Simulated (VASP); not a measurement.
# LiF (Fm-3m) in VASP: a series of runs, part 2 of 3

VASP 6.6.1. The steps go on from the part before.

### Step 3. Single point, r2SCAN+D3(BJ)

This run uses another cell than the first one, of 7.83 Å³/atom.

File POSCAR:

```
LiF
1.0
    0.0000000000      1.9858965801      1.9858965801
    1.9858965801      0.0000000000      1.9858965801
    1.9858965801      1.9858965801      0.0000000000
F Li
1 1
Direct
    0.5000000000      0.5000000000      0.5000000000
    0.0000000000      0.0000000000      0.0000000000
```

File INCAR.step1:

```
SYSTEM = LiF
PREC = Accurate ; ENCUT = 520
ISMEAR = -1 ; SIGMA = 0.025
LREAL = .False. ; LASPH = .True.
NELM = 100 ; NBANDS = 12
GGA = PE ; ALGO = Normal
EDIFF = 1E-4 ; LWAVE = .True.
LCHARG = .False.
```

File INCAR.step2:

```
SYSTEM = LiF
PREC = Accurate ; ENCUT = 520
EDIFF = 1E-7 ; ISMEAR = -1
SIGMA = 0.025 ; LREAL = .False.
LASPH = .True. ; NELM = 100
ALGO = Normal ; ISIF = 2
LWAVE = .False. ; LCHARG = .False.
METAGGA = R2SCAN ; LMIXTAU = .True.
IVDW = 12 ; VDW_S6 = 1.0
VDW_S8 = 0.78981345 ; VDW_A1 = 0.49484001
VDW_A2 = 5.73083694 ; NBANDS = 12
ISTART = 1
```

File KPOINTS:

```
Automatic mesh
0
Gamma
  11 11 11
  0 0 0
```

Potentials or basis: VASP PAW PBE potentials, release 64 (F, Li_sv).

Run with:

```bash
> cat potpaw_PBE.64/F/POTCAR potpaw_PBE.64/Li_sv/POTCAR > POTCAR
> cp INCAR.step1 INCAR
> mpirun -np 1 vasp_std > vasp.out
> cp INCAR.step2 INCAR
> mpirun -np 1 vasp_std > vasp.out
```

OUTCAR:

```text
SYSTEM = LiF
   PREC = Accurate
   ENCUT = 520
   EDIFF = 1E-7
   ISMEAR = -1
   LREAL = .False.
   LASPH = .True.
   NELM = 100
   ISIF = 2
   METAGGA = R2SCAN
   IVDW = 12
   ISTART = 1
 IVDW          = 12

 ion  position               nearest neighbor table
   1  0.500  0.500  0.500-   2 1.99   2 1.99   2 1.99   2 1.99   2 1.99   2 1.99
   2  0.000  0.000  0.000-   1 1.99   1 1.99   1 1.99   1 1.99   1 1.99   1 1.99

  LATTYP: Found a face centered cubic cell.
 ALAT       =     3.9717931602

[... 549 lines left out ...]
------------------------ aborting loop because EDIFF is reached ----------------------------------------

 Edisp (eV)   -0.17659

 E8    (eV) :    -0.0496

  FORCE on cell =-STRESS in cart. coord.  units (eV):
  Direction    XX          YY          ZZ          XY          YZ          ZX
  --------------------------------------------------------------------------------------
  -------------------------------------------------------------------------------------
  Total      -0.13290    -0.13290    -0.13290     0.00000     0.00000     0.00000
  in kB     -13.59325   -13.59325   -13.59325     0.00000     0.00000     0.00000
  external pressure =      -13.59 kB  Pullay stress =        0.00 kB

 VOLUME and BASIS-vectors are now :
 -----------------------------------------------------------------------------
  energy-cutoff  :      520.00
  volume of cell :       15.66
      direct lattice vectors                 reciprocal lattice vectors
     0.000000000  1.985896580  1.985896580    -0.251775447  0.251775447  0.251775447
     1.985896580  0.000000000  1.985896580     0.251775447 -0.251775447  0.251775447
     1.985896580  1.985896580  0.000000000     0.251775447  0.251775447 -0.251775447

 POSITION                                       TOTAL-FORCE (eV/Angst)
 -----------------------------------------------------------------------------------
      1.98590      1.98590      1.98590        -0.000000      0.000000      0.000000
      0.00000      0.00000      0.00000         0.000000     -0.000000     -0.000000
 -----------------------------------------------------------------------------------
    total drift:                               -0.000000     -0.000000      0.000000

  FREE ENERGIE OF THE ION-ELECTRON SYSTEM (eV)
  ---------------------------------------------------
  free  energy   TOTEN  =       -12.0792160113 eV

  energy  without entropy=      -12.0792160113  energy(sigma->0) =      -12.07921601
```

Wall time 73 s (1 thread of Intel Xeon 8259CL, shared host); peak memory 0.15 GiB.

What came out:

```
Free energy                : -12.0792 eV
Band gap on the k mesh     : 10.68 eV
Dispersion energy per atom : -0.088 eV
```

Caveat: the cutoff is under 1.25 times the usual one of these potentials, so pressure, stress and relaxed cells hold a basis-set (Pulay) error; the PAW data sets were made with another functional, which shifts forces and pressure a little; an odd mesh through Γ misses points on the zone boundary, where band edges can lie. r2SCAN opens gaps a little over a GGA but as a rule still falls short of measured ones.

### Step 4. Single point, PBEsol, collinear spin

File INCAR:

```
ALGO     = Normal         # electronic algorithm
EDIFF    = 1E-7           # SCF threshold, eV
ENCUT    = 520            # plane-wave cutoff, eV
GGA      = PS             # functional
ISIF     = 2              # what is computed and relaxed
ISMEAR   = 0              # smearing method
ISPIN    = 2              # spin polarisation
LASPH    = T              # aspherical terms in the spheres
LCHARG   = F              # write CHGCAR
LORBIT   = 11             # projections on sites
LREAL    = F              # projectors in reciprocal space
LWAVE    = F              # write WAVECAR
MAGMOM   = 0.5 0          # initial moments
NBANDS   = 16             # bands
NELM     = 150            # most SCF steps
PREC     = Accurate       # precision mode
SIGMA    = 0.02           # smearing width, eV
```

File KPOINTS:

```
k-points
0
Gamma
  11 11 11
```

File POSCAR:

```
LiF
1.0
    0.0000000000      2.0140000000      2.0140000000
    2.0140000000      0.0000000000      2.0140000000
    2.0140000000      2.0140000000      0.0000000000
F Li
1 1
Direct
    0.5000000000      0.5000000000      0.5000000000
    0.0000000000      0.0000000000      0.0000000000
```

Potentials or basis: VASP PAW PBE potentials, release 64 (F, Li_sv).

Run with:

```bash
> cat potpaw_PBE.64/F/POTCAR potpaw_PBE.64/Li_sv/POTCAR > POTCAR
> mpirun -np 1 vasp_std > vasp.out
```

OUTCAR:

```text
EDIFF = 1E-7
   ENCUT = 520
   GGA = PS
   ISIF = 2
   ISMEAR = 0
   ISPIN = 2
   LASPH = T
   LORBIT = 11
   LREAL = F
   NELM = 150
   PREC = Accurate

 ion  position               nearest neighbor table
   1  0.500  0.500  0.500-   2 2.01   2 2.01   2 2.01   2 2.01   2 2.01   2 2.01
   2  0.000  0.000  0.000-   1 2.01   1 2.01   1 2.01   1 2.01   1 2.01   1 2.01

  LATTYP: Found a face centered cubic cell.
 ALAT       =     4.0280000000

  Lattice vectors:

 A1 = (   0.0000000000,   2.0140000000,   2.0140000000)
 A2 = (   2.0140000000,   0.0000000000,   2.0140000000)
 A3 = (   2.0140000000,   2.0140000000,   0.0000000000)

Analysis of symmetry for initial positions (statically):
=====================================================================
 Subroutine PRICEL returns:
 Original cell was already a primitive cell.

 Routine SETGRP: Setting up the symmetry group for a
 face centered cubic supercell.

 Subroutine GETGRP returns: Found 48 space group operations
 (whereof 48 operations were pure point group operations)
 out of a pool of 48 trial point group operations.

The static configuration has the point symmetry O_h .

Analysis of symmetry for dynamics (positions and initial velocities):
=====================================================================
 Subroutine PRICEL returns:
 Original cell was already a primitive cell.

 Routine SETGRP: Setting up the symmetry group for a
 face centered cubic supercell.

 Subroutine GETGRP returns: Found 48 space group operations
 (whereof 48 operations were pure point group operations)
 out of a pool of 48 trial point group operations.

The dynamic configuration has the point symmetry O_h .

Analysis of structural, dynamic, and magnetic symmetry:
=====================================================================
 Subroutine PRICEL returns:
 Original cell was already a primitive cell.

 Routine SETGRP: Setting up the symmetry group for a
 face centered cubic supercell.

 Subroutine GETGRP returns: Found 48 space group operations
 (whereof 48 operations were pure point group operations)
 out of a pool of 48 trial point group operations.

The overall configuration has the point symmetry O_h .

 Subroutine INISYM returns: Found 48 space group operations
 (whereof 48 operations are pure point group operations),
 and found     1 'primitive' translations

----------------------------------------------------------------------------------------

                                     Primitive cell

  volume of cell :      16.3384

  direct lattice vectors                    reciprocal lattice vectors
     0.000000000  2.014000000  2.014000000    -0.248262165  0.248262165  0.248262165
     2.014000000  0.000000000  2.014000000     0.248262165 -0.248262165  0.248262165
     2.014000000  2.014000000  0.000000000     0.248262165  0.248262165 -0.248262165

  length of vectors
     2.848226115  2.848226115  2.848226115     0.430002683  0.430002683  0.430002683

  position of ions in fractional coordinates (direct lattice)
[... 72 lines left out ...]
   ICHARG =      2    charge: 1-file 2-atom 10-const
   ISPIN  =      2    spin polarized calculation?
   LNONCOLLINEAR =      F non collinear calculations
   LSORBIT =      F    spin-orbit coupling
   LASPH  =      T    aspherical Exc in radial PAW
   ENCUT  =  520.0 eV  38.22 Ry    6.18 a.u.   5.30  5.30  5.30*2*pi/ulx,y,z
   NELM   =    150;   NELMIN=  2; NELMDL= -5     # of ELM steps
   EDIFF  = 0.1E-06   stopping-criterion for ELM
   LREAL  =      F    real-space projection
   EDIFFG = 0.1E-05   stopping-criterion for IOM
   NSW    =      0    number of steps for IOM
   IBRION =     -1    ionic relax: 0-MD 1-quasi-New 2-CG
   NFREE  =      0    steps in history (QN), initial steepest desc. (CG)
   ISIF   =      2    stress and relaxation
   ISYM   =      2    0-nonsym 1-usesym 2-fastsym
   POTIM  = 0.5000    time-step for ionic-motion
   TEBEG  =    0.0;   TEEND  =   0.0 temperature during run
   PSTRESS=    0.0 pullay stress
   NELECT =      10.0000    total number of electrons
   NUPDOWN=      -1.0000    fix difference up-down
   EMIN   =  10.00;   EMAX   =-10.00  energy-range for DOS
   EFERMI =   0.00;   METHOD = LEGACY
   ISMEAR =     0;   SIGMA  =   0.02  broadening in eV -4-tet -1-fermi 0-gaus
   EFERMI_NEDOS =   21; number of points for ismear=-14 and -15
   IALGO  =     38    algorithm
   IMIX   =      4    mixing-type and parameters
     AMIX     =   0.40;   BMIX     =  1.00
     AMIX_MAG =   1.60;   BMIX_MAG =  1.00
  volume/ion in A,a.u.               =       8.17        55.13
  Fermi-wavevector in a.u.,A,eV,Ry     =   1.389970  2.626662 26.286674  1.932016
  Thomas-Fermi vector in A             =   2.513950
   LORBIT       =     11    0 simple, 1 ext, 2 COOP (PROOUT), +10 PAW based schemes
   GGA     = PS    functional components
   LHFCALC =     F    Hartree Fock is set to
   AEXX    =    0.0000 exact exchange contribution
   IVDW    =     0    specifies the selected vdW correction
   LEPSILON=     F    determine dielectric tensor
   LRPA    =     F    only Hartree local field effects (RPA)
 spin polarized calculation
 Gauss-broadening in eV      SIGMA  =   0.02
  energy-cutoff  :      520.00
  volume of cell :       16.34
 maximum number of plane-waves:       459
 NGX is ok and might be reduce to    24
   NGX = 11   NGY = 11   NGZ = 11

 number of electron      10.0000000 magnetization       0.5000000

 number of electron       9.9999992 magnetization       0.0000635

 number of electron       9.9999992 magnetization      -0.0000480

 Free energy of the ion-electron system (eV)
  ---------------------------------------------------
  ext. energy  EPLUGINS =         0.00000000
  ---------------------------------------------------
  free energy    TOTEN  =        -9.85187937 eV

  energy without entropy =       -9.85187937  energy(sigma->0) =       -9.85187937

 E-fermi :  -0.9984     XC(G=0): -10.2022

 val. band max:       -1.1079359970   @ k =   0.0000   0.0000   0.0000
 cond. band min:       7.8075097807   @ k =   0.0000   0.0000   0.0000
 fundamental gap:      8.9154457777
 Fermi energy:        -0.9983971414

 spin component 1

 k-point     1 :       0.0000    0.0000    0.0000
  band No.  band energies     occupation
      1     -41.3172      1.00000
      2     -20.9726      1.00000
      3      -1.1079      1.00000
      4      -1.1079      1.00000
      5      -1.1079      1.00000
      6       7.8076      0.00000
[... 435 lines left out ...]
      5      -1.1847      1.00000
      6       9.7173      0.00000
[... 8 lines left out ...]
     15      37.9823      0.00000
     16      38.1293      0.00000

 [... further k-points ...]

 spin component 2

 k-point     1 :       0.0000    0.0000    0.0000
  band No.  band energies     occupation
      1     -41.3172      1.00000
      2     -20.9726      1.00000
      3      -1.1079      1.00000
      4      -1.1079      1.00000
      5      -1.1079      1.00000
      6       7.8075      0.00000
[... 435 lines left out ...]
      5      -1.1847      1.00000
      6       9.7171      0.00000
[... 8 lines left out ...]
     15      37.9822      0.00000
     16      38.1291      0.00000

 [... further k-points ...]

------------------------ aborting loop because EDIFF is reached ----------------------------------------

  FORCE on cell =-STRESS in cart. coord.  units (eV):
  Direction    XX          YY          ZZ          XY          YZ          ZX
  --------------------------------------------------------------------------------------
  -------------------------------------------------------------------------------------
  Total       -0.1350726     -0.1350726     -0.1350726      0.0000000      0.0000000      0.0000000
  in kB      -13.2455378    -13.2455378    -13.2455378      0.0000000      0.0000000      0.0000000
  external PRESSURE =     -13.2455378 kB  Pullay stress =       0.0000000 kB

 VOLUME and BASIS-vectors are now :
 -----------------------------------------------------------------------------
  energy-cutoff  :      520.00
  volume of cell :       16.34
      direct lattice vectors                 reciprocal lattice vectors
     0.000000000  2.014000000  2.014000000    -0.248262165  0.248262165  0.248262165
     2.014000000  0.000000000  2.014000000     0.248262165 -0.248262165  0.248262165
     2.014000000  2.014000000  0.000000000     0.248262165  0.248262165 -0.248262165

 POSITION                                       TOTAL-FORCE (eV/Angst)
 -----------------------------------------------------------------------------------
      2.01400      2.01400      2.01400        -0.000000     -0.000000      0.000000
      0.00000      0.00000      0.00000         0.000000      0.000000     -0.000000
 -----------------------------------------------------------------------------------
    total drift:                               -0.000000     -0.000000      0.000000

  FREE ENERGIE OF THE ION-ELECTRON SYSTEM (eV)
  ---------------------------------------------------
  free  energy   TOTEN  =        -9.8518793738 eV

  energy  without entropy=       -9.8518793738  energy(sigma->0) =       -9.85187937

 total charge

# of ion       s       p       d       tot
------------------------------------------
    1        1.727   4.395   0.000   6.121
    2        2.017   0.053   0.000   2.070
--------------------------------------------------
tot          3.743   4.448   0.000   8.191

 magnetization (x)

# of ion       s       p       d       tot
------------------------------------------
    1        0.000   0.000   0.000   0.000
    2        0.000  -0.000   0.000  -0.000
--------------------------------------------------
tot          0.000   0.000   0.000   0.000
```

Wall time 50 s (1 thread of Intel Xeon 8259CL, shared host); peak memory 0.15 GiB.

Results:

| Item | Value |
| --- | --- |
| Free energy | -9.8519 eV |
| Band gap on the k mesh | 8.92 eV |
| Net moment | 0.00 μB per cell |
| Valence electrons inside the program's atomic spheres | F 6.12; Li 2.07 |

Caveat: the cutoff is under 1.25 times the usual one of these potentials, so pressure, stress and relaxed cells hold a basis-set (Pulay) error; the PAW data sets were made with another functional, which shifts forces and pressure a little; an odd mesh through Γ misses points on the zone boundary, where band edges can lie.

(Part 2 of 3 ends here.)
